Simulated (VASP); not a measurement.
Wanted: the native input for a VASP 6.6.1 run.

```yaml
Task: single point
Functional: PBEsol
Potentials_or_basis: VASP PAW PBE potentials, release 64 (Fe, Al)
Cutoff: 520 eV
k_mesh: 8 × 8 × 8
Occupations: fermi-dirac, width 0.05 eV
Spin: collinear spin, ferromagnetic start
Starting_moments: "[0.8, 0.0] μB"
Fixed_moment: 0.8 μB
Dipole_correction: no
Further_INCAR_settings: ALGO = Normal; EDIFF = 1e-06; NBANDS = 16
```

The structure of AlFe lies in POSCAR:

```
AlFe
1.0
    2.9100000000      0.0000000000      0.0000000000
    0.0000000000      2.9100000000      0.0000000000
    0.0000000000      0.0000000000      2.9100000000
Fe Al
1 1
Direct
    0.5000000000      0.5000000000      0.5000000000
    0.0000000000      0.0000000000      0.0000000000
```

The input as run:

INCAR

```
  PREC = Accurate
  ENCUT = 520
  EDIFF = 1E-6
  ISMEAR = -1
  SIGMA = 0.05
  LREAL = False
  LASPH = True
  NELM = 150
  ALGO = Normal
  ISIF = 2
  LWAVE = False
  LCHARG = False
  ISPIN = 2
  MAGMOM = 0.8 0
  LORBIT = 11
  NUPDOWN = 0.8
  LMAXMIX = 4
  GGA = PS
  NBANDS = 16
```

KPOINTS

```
regular mesh
0
Gamma
  8 8 8
```

Potentials or basis: VASP PAW PBE potentials, release 64 (Fe, Al).

The run is started by

```bash
$ cat potpaw_PBE.64/Fe/POTCAR potpaw_PBE.64/Al/POTCAR > POTCAR
$ mpirun -np 1 vasp_std > vasp.out
```

Results of the run:

```
Pressure                                              : -10.5 GPa
Net moment                                            : 0.80 μB per cell
Site moments                                          : Fe +0.84; Al -0.03 μB
Valence electrons inside the program's atomic spheres : Fe 7.35; Al 0.81
```

Caveat: the cell stands under tension; the PAW data sets were made with another functional, which shifts forces and pressure a little; the total moment is fixed, so each spin has its own Fermi level.

It took 32 s on 1 thread of Intel Xeon 8259CL, on a shared host, peak memory 0.16 GiB.
